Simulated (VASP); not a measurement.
# YV (Pm-3m) in VASP: further runs

The runs below take YV through single point, with PBE.

Program: VASP 6.6.1. These are calculated values, not measurements. Logs are shortened: lines on timing, memory, paths and dates and some standing lists are left out, and cuts for length are marked.

## Step 1: The cell of the first run

Symmetry: Pm-3m, No. 221, cubic system. The conventional cell has a = 3.614 Å, b = 3.614 Å, c = 3.614 Å, α = 90.00°, β = 90.00°, γ = 90.00°. Within 4.1 Å of V (site symmetry m-3m) lie 8 Y at 3.13 Å and 6 V at 3.61 Å. Y (site symmetry m-3m) has 8 V at 3.13 Å and 6 Y at 3.61 Å within 4.1 Å.

## Step 2: Single point, PBE, collinear spin, ferromagnetic start

Contents of INCAR:

```
ALGO = Fast ; EDIFF = 1E-7
ENCUT = 520 ; GGA = PE
ISIF = 2 ; ISMEAR = 0
ISPIN = 2 ; LASPH = True
LCHARG = False ; LMAXMIX = 4
LORBIT = 11 ; LREAL = False
LWAVE = False ; MAGMOM = 1.61 -0.02
NBANDS = 23 ; NELM = 150
NUPDOWN = 1.5 ; PREC = Accurate
SIGMA = 0.1
```

Contents of KPOINTS:

```
k-points
0
Gamma
  12 12 12
```

Contents of POSCAR:

```
YV
1.0
    3.6142622652      0.0000000000      0.0000000000
    0.0000000000      3.6142622652      0.0000000000
    0.0000000000      0.0000000000      3.6142622652
V Y
1 1
Direct
    0.0000000000      0.0000000000      0.0000000000
    0.5000000000      0.5000000000      0.5000000000
```

Potentials or basis: VASP PAW PBE potentials, release 64 (V_sv, Y_sv).

On the command line:

```sh
$ cat potpaw_PBE.64/V_sv/POTCAR potpaw_PBE.64/Y_sv/POTCAR > POTCAR
$ mpirun -np 1 vasp_std > vasp.out
```

OUTCAR:

```text
EDIFF = 1E-7
   ENCUT = 520
   GGA = PE
   ISIF = 2
   ISMEAR = 0
   ISPIN = 2
   LASPH = True
   LORBIT = 11
   LREAL = False
   NELM = 150
   NUPDOWN = 1.5
   PREC = Accurate

 ion  position               nearest neighbor table
   1  0.000  0.000  0.000-   2 3.13   2 3.13   2 3.13   2 3.13   2 3.13   2 3.13   2 3.13   2 3.13

   2  0.500  0.500  0.500-   1 3.13   1 3.13   1 3.13   1 3.13   1 3.13   1 3.13   1 3.13   1 3.13

  LATTYP: Found a simple cubic cell.
 ALAT       =     3.6142622652

  Lattice vectors:

 A1 = (   3.6142622652,   0.0000000000,   0.0000000000)
 A2 = (   0.0000000000,   3.6142622652,   0.0000000000)
 A3 = (   0.0000000000,   0.0000000000,   3.6142622652)

Analysis of symmetry for initial positions (statically):
=====================================================================
 Subroutine PRICEL returns:
 Original cell was already a primitive cell.

 Routine SETGRP: Setting up the symmetry group for a
 simple cubic supercell.

 Subroutine GETGRP returns: Found 48 space group operations
 (whereof 48 operations were pure point group operations)
 out of a pool of 48 trial point group operations.

The static configuration has the point symmetry O_h .

Analysis of symmetry for dynamics (positions and initial velocities):
=====================================================================
 Subroutine PRICEL returns:
 Original cell was already a primitive cell.

 Routine SETGRP: Setting up the symmetry group for a
 simple cubic supercell.

 Subroutine GETGRP returns: Found 48 space group operations
 (whereof 48 operations were pure point group operations)
 out of a pool of 48 trial point group operations.

The dynamic configuration has the point symmetry O_h .

Analysis of structural, dynamic, and magnetic symmetry:
=====================================================================
 Subroutine PRICEL returns:
 Original cell was already a primitive cell.

 Routine SETGRP: Setting up the symmetry group for a
 simple cubic supercell.

 Subroutine GETGRP returns: Found 48 space group operations
 (whereof 48 operations were pure point group operations)
 out of a pool of 48 trial point group operations.

The overall configuration has the point symmetry O_h .

 Subroutine INISYM returns: Found 48 space group operations
[... 118 lines left out ...]
  volume/ion in A,a.u.               =      23.61       159.30
  Fermi-wavevector in a.u.,A,eV,Ry     =   1.306549  2.469019 23.226088  1.707069
  Thomas-Fermi vector in A             =   2.437343
   LORBIT       =     11    0 simple, 1 ext, 2 COOP (PROOUT), +10 PAW based schemes
   GGA     = PE    functional components
   LHFCALC =     F    Hartree Fock is set to
   AEXX    =    0.0000 exact exchange contribution
   IVDW    =     0    specifies the selected vdW correction
   LEPSILON=     F    determine dielectric tensor
   LRPA    =     F    only Hartree local field effects (RPA)
 spin polarized calculation
 RMM-DIIS sequential band-by-band and
 Gauss-broadening in eV      SIGMA  =   0.10
  energy-cutoff  :      520.00
  volume of cell :       47.21
 maximum number of plane-waves:      1328
 NGX is ok and might be reduce to    28
   NGX = 13   NGY = 13   NGZ = 13

 number of electron      23.9999998 magnetization       1.4999979

 Free energy of the ion-electron system (eV)
  ---------------------------------------------------
  ext. energy  EPLUGINS =         0.00000000
  ---------------------------------------------------
  free energy    TOTEN  =       -14.19840163 eV

  energy without entropy =      -14.16665342  energy(sigma->0) =      -14.18252752

 E-fermi :   4.9554     XC(G=0): -10.4518

 val. band max:        4.9451477286   @ k =   0.5000   0.4167   0.0833
 cond. band min:       4.4061501464   @ k =   0.5000   0.1667   0.0000
 fundamental gap:     -0.5389975822
 Fermi energy:         4.4058906958

 spin component 1

 k-point     1 :       0.0000    0.0000    0.0000
  band No.  band energies     occupation
      1     -59.9523      1.00000
      2     -37.2246      1.00000
      3     -33.7895      1.00000
      4     -33.7895      1.00000
      5     -33.7895      1.00000
      6     -17.1159      1.00000
[... 613 lines left out ...]
     22      14.6530      0.00000
     23      16.0733      0.00000

 [... further k-points ...]

 spin component 2

 k-point     1 :       0.0000    0.0000    0.0000
  band No.  band energies     occupation
      1     -58.5622      1.00000
      2     -37.2347      1.00000
      3     -32.4101      1.00000
      4     -32.4101      1.00000
      5     -32.4101      1.00000
      6     -17.1311      1.00000
[... 613 lines left out ...]
     22      14.8738      0.00000
     23      16.0812      0.00000

 [... further k-points ...]

------------------------ aborting loop because EDIFF is reached ----------------------------------------

  FORCE on cell =-STRESS in cart. coord.  units (eV):
  Direction    XX          YY          ZZ          XY          YZ          ZX
  --------------------------------------------------------------------------------------
  -------------------------------------------------------------------------------------
  Total       -1.1829864     -1.1829864     -1.1829864     -0.0000000     -0.0000000      0.0000000
  in kB      -40.1449904    -40.1449904    -40.1449904     -0.0000000     -0.0000000      0.0000000
  external PRESSURE =     -40.1449904 kB  Pullay stress =       0.0000000 kB

 VOLUME and BASIS-vectors are now :
 -----------------------------------------------------------------------------
  energy-cutoff  :      520.00
  volume of cell :       47.21
      direct lattice vectors                 reciprocal lattice vectors
     3.614262265  0.000000000  0.000000000     0.276681637  0.000000000  0.000000000
     0.000000000  3.614262265  0.000000000     0.000000000  0.276681637  0.000000000
     0.000000000  0.000000000  3.614262265     0.000000000  0.000000000  0.276681637

 POSITION                                       TOTAL-FORCE (eV/Angst)
 -----------------------------------------------------------------------------------
      0.00000      0.00000      0.00000         0.000000      0.000000      0.000000
      1.80713      1.80713      1.80713         0.000000      0.000000      0.000000
 -----------------------------------------------------------------------------------
    total drift:                                0.000000      0.000000      0.000000

  FREE ENERGIE OF THE ION-ELECTRON SYSTEM (eV)
  ---------------------------------------------------
  free  energy   TOTEN  =       -14.1984016287 eV

  energy  without entropy=      -14.1666534195  energy(sigma->0) =      -14.18252752

 total charge

# of ion       s       p       d       f       tot
--------------------------------------------------
    1        2.284   6.091   2.951   0.000  11.326
    2        2.273   6.272   1.060   0.022   9.627
--------------------------------------------------
tot          4.557  12.363   4.010   0.022  20.953

 magnetization (x)

# of ion       s       p       d       f       tot
--------------------------------------------------
    1        0.016  -0.009   1.403   0.000   1.410
    2       -0.017   0.032  -0.022   0.003  -0.003
--------------------------------------------------
tot         -0.001   0.023   1.381   0.003   1.407
```

Run time: 2.1 min. Hardware: 1 thread of AMD EPYC 9R45 (Zen 5), shared host; peak memory 0.26 GiB.

What came out:

```
Free energy                                           : -14.1984 eV
Pressure                                              : -4.0 GPa
Net moment                                            : 1.50 μB per cell
Site moments                                          : V +1.41; Y -0.00 μB
Valence electrons inside the program's atomic spheres : V 11.33; Y 9.63
```

Caveat: the cell stands under tension; the total moment is fixed, so each spin has its own Fermi level.

## Step 3: Single point, PBE, collinear spin, ferromagnetic start

Contents of INCAR:

```
SYSTEM = YV
PREC     = Accurate       ! precision mode
ENCUT    = 520            ! plane-wave cutoff, eV
EDIFF    = 1E-7           ! SCF threshold, eV
ISMEAR   = 0              ! smearing method
SIGMA    = 0.1            ! smearing width, eV
LREAL    = .FALSE.        ! projectors in reciprocal space
LASPH    = .TRUE.         ! aspherical terms in the spheres
NELM     = 150            ! most SCF steps
ALGO     = Normal         ! electronic algorithm
ISIF     = 2              ! what is computed and relaxed
LWAVE    = .FALSE.        ! write WAVECAR
LCHARG   = .FALSE.        ! write CHGCAR
ISPIN    = 2              ! spin polarisation
MAGMOM   = 1.92 0.02      ! initial moments
LORBIT   = 11             ! projections on sites
NUPDOWN  = 1.88           ! fixed moment
LMAXMIX  = 4              ! l up to which the mixer works
GGA      = PE             ! functional
NBANDS   = 23             ! bands
```

Contents of KPOINTS:

```
regular mesh
0
G
  12 12 12
  0 0 0
```

POSCAR is that of step 2.

Potentials or basis: VASP PAW PBE potentials, release 64 (V_sv, Y_sv).

On the command line:

```sh
$ cat potpaw_PBE.64/V_sv/POTCAR potpaw_PBE.64/Y_sv/POTCAR > POTCAR
$ mpirun -np 1 vasp_std > vasp.out
```

Wall time 1.8 min (1 thread of AMD EPYC 9R45 (Zen 5), shared host); peak memory 0.27 GiB.

It converged, with:

| Quantity | Value |
| --- | --- |
| Free energy | -14.3029 eV |
| Pressure | -3.4 GPa |
| Net moment | 1.88 μB per cell |
| Site moments | V +1.67; Y +0.04 μB |
| Valence electrons inside the program's atomic spheres | V 11.33; Y 9.62 |

Caveat: the cell stands under tension; the total moment is fixed, so each spin has its own Fermi level.

## Step 4: Single point, PBE, collinear spin, ferromagnetic start

Contents of INCAR:

```
ALGO     = Normal         # electronic algorithm
EDIFF    = 1E-7           # SCF threshold, eV
ENCUT    = 520            # plane-wave cutoff, eV
GGA      = PE             # functional
ISIF     = 2              # what is computed and relaxed
ISMEAR   = 0              # smearing method
ISPIN    = 2              # spin polarisation
LASPH    = T              # aspherical terms in the spheres
LCHARG   = T              # write CHGCAR
LELF     = T              # ELF
LMAXMIX  = 4              # l up to which the mixer works
LORBIT   = 11             # projections on sites
LREAL    = F              # projectors in reciprocal space
LVHAR    = T            
LWAVE    = F              # write WAVECAR
MAGMOM   = 2.17 0.07      # initial moments
NBANDS   = 23             # bands
NELM     = 150            # most SCF steps
NUPDOWN  = 2.25           # fixed moment
PREC     = Accurate       # precision mode
SIGMA    = 0.1            # smearing width, eV
```

Contents of KPOINTS:

```
k-points
0
Gamma
  12 12 12
```

POSCAR is that of step 3.

Potentials or basis: VASP PAW PBE potentials, release 64 (V_sv, Y_sv).

On the command line:

```sh
$ cat potpaw_PBE.64/V_sv/POTCAR potpaw_PBE.64/Y_sv/POTCAR > POTCAR
$ mpirun -np 1 vasp_std > vasp.out
```

OUTCAR:

```text
EDIFF = 1E-7
   ENCUT = 520
   GGA = PE
   ISIF = 2
   ISMEAR = 0
   ISPIN = 2
   LASPH = T
   LORBIT = 11
   LREAL = F
   NELM = 150
   NUPDOWN = 2.25
   PREC = Accurate

 ion  position               nearest neighbor table
   1  0.000  0.000  0.000-   2 3.13   2 3.13   2 3.13   2 3.13   2 3.13   2 3.13   2 3.13   2 3.13

   2  0.500  0.500  0.500-   1 3.13   1 3.13   1 3.13   1 3.13   1 3.13   1 3.13   1 3.13   1 3.13

  LATTYP: Found a simple cubic cell.
 ALAT       =     3.6142622652
[... 1468 lines left out ...]

 VOLUME and BASIS-vectors are now :
 -----------------------------------------------------------------------------
  energy-cutoff  :      520.00
  volume of cell :       47.21
      direct lattice vectors                 reciprocal lattice vectors
     3.614262265  0.000000000  0.000000000     0.276681637  0.000000000  0.000000000
     0.000000000  3.614262265  0.000000000     0.000000000  0.276681637  0.000000000
     0.000000000  0.000000000  3.614262265     0.000000000  0.000000000  0.276681637

 POSITION                                       TOTAL-FORCE (eV/Angst)
 -----------------------------------------------------------------------------------
      0.00000      0.00000      0.00000         0.000000      0.000000      0.000000
      1.80713      1.80713      1.80713         0.000000      0.000000      0.000000
 -----------------------------------------------------------------------------------
    total drift:                                0.000000      0.000000      0.000000

  FREE ENERGIE OF THE ION-ELECTRON SYSTEM (eV)
  ---------------------------------------------------
  free  energy   TOTEN  =       -14.3874045057 eV

  energy  without entropy=      -14.3624850237  energy(sigma->0) =      -14.37494476

 total charge

# of ion       s       p       d       f       tot
--------------------------------------------------
    1        2.282   6.092   2.966   0.000  11.341
    2        2.275   6.280   1.047   0.022   9.625
--------------------------------------------------
tot          4.558  12.372   4.013   0.022  20.965

 magnetization (x)

# of ion       s       p       d       f       tot
--------------------------------------------------
    1        0.022   0.007   1.845   0.000   1.875
    2       -0.017   0.064   0.051   0.007   0.105
--------------------------------------------------
tot          0.005   0.071   1.896   0.007   1.979
```

OSZICAR:

```text
N       E                     dE             d eps       ncg     rms          rms(c)
DAV:   1     0.185271099366E+03    0.18527E+03   -0.11723E+04  7736   0.104E+03
DAV:   2    -0.725712654381E+01   -0.19253E+03   -0.18736E+03  8673   0.321E+02
DAV:   3    -0.155988478065E+02   -0.83417E+01   -0.82002E+01 13775   0.561E+01
DAV:   4    -0.157837639666E+02   -0.18492E+00   -0.18465E+00  8740   0.538E+00
DAV:   5    -0.157853534112E+02   -0.15894E-02   -0.15894E-02  9515   0.518E-01    0.406E+01
DAV:   6    -0.172753394791E+02   -0.14900E+01   -0.31389E+01  8050   0.270E+01    0.228E+01
DAV:   7    -0.150652476593E+02    0.22101E+01   -0.43479E+01  8337   0.289E+01    0.193E+01
DAV:   8    -0.143297006963E+02    0.73555E+00   -0.30220E+00  8386   0.929E+00    0.487E+00
DAV:   9    -0.143823805470E+02   -0.52680E-01   -0.93600E-02  9900   0.163E+00    0.165E+00
DAV:  10    -0.143874823109E+02   -0.51018E-02   -0.42853E-02  8961   0.781E-01    0.717E-01
DAV:  11    -0.143878167201E+02   -0.33441E-03   -0.13420E-02  8853   0.631E-01    0.463E-01
DAV:  12    -0.143873611999E+02    0.45552E-03   -0.45357E-03  9405   0.306E-01    0.138E-01
DAV:  13    -0.143874128949E+02   -0.51695E-04   -0.21709E-04  8411   0.868E-02    0.637E-02
DAV:  14    -0.143874035558E+02    0.93390E-05   -0.65880E-05  9004   0.353E-02    0.262E-02
DAV:  15    -0.143874037449E+02   -0.18901E-06   -0.25253E-05  8862   0.290E-02    0.132E-02
DAV:  16    -0.143874045533E+02   -0.80844E-06   -0.91500E-07  8604   0.603E-03    0.415E-03
DAV:  17    -0.143874045057E+02    0.47607E-07   -0.31195E-07  7180   0.363E-03
   1 F= -.14387405E+02 E0= -.14374945E+02  d E =-.249195E-01  mag=     2.2500
```

It took 92 s on 1 thread of AMD EPYC 9R45 (Zen 5), shared host; peak memory 0.27 GiB.

What came out:

```yaml
Free_energy: -14.3874 eV
Pressure: -2.8 GPa
Net_moment: 2.25 μB per cell
Site_moments: V +1.88; Y +0.10 μB
Valence_electrons_inside_the_program's_atomic_spheres: V 11.34; Y 9.62
```

Caveat: the total moment is fixed, so each spin has its own Fermi level.

(Continued in part 2 of 2.)
